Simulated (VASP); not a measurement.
A run of VASP 6.6.1 is set up as follows.

Contents of INCAR:

```
SYSTEM = Na
ALGO     = Normal         ! electronic algorithm
EDIFF    = 1E-6           ! SCF threshold, eV
ENCUT    = 520            ! plane-wave cutoff, eV
GGA      = PE             ! functional
ISIF     = 2              ! what is computed and relaxed
ISMEAR   = -1             ! smearing method
LASPH    = .TRUE.         ! aspherical terms in the spheres
LCHARG   = .FALSE.        ! write CHGCAR
LREAL    = .FALSE.        ! projectors in reciprocal space
LWAVE    = .FALSE.        ! write WAVECAR
NBANDS   = 10             ! bands
NELM     = 60             ! most SCF steps
PREC     = Accurate       ! precision mode
SIGMA    = 0.05           ! smearing width, eV
```

KPOINTS

```
k-points
0
G
  13 13 13
  0 0 0
```

POSCAR

```
Na
1.0
   -2.0985628867      2.0985628867      2.0985628867
    2.0985628867     -2.0985628867      2.0985628867
    2.0985628867      2.0985628867     -2.0985628867
Na
1
Direct
    0.0000000000      0.0000000000      0.0000000000
```

Potentials or basis: VASP PAW PBE potentials, release 64 (Na_pv).

Command:

```bash
$ cat potpaw_PBE.64/Na_pv/POTCAR > POTCAR
$ mpirun -np 1 vasp_std > vasp.out
```

Q: Predict the pressure.

A: 0.0 GPa.

Q: What does it give for the band gap on the k mesh?

A: Zero (an odd number of electrons rules out a gap without spin polarisation).
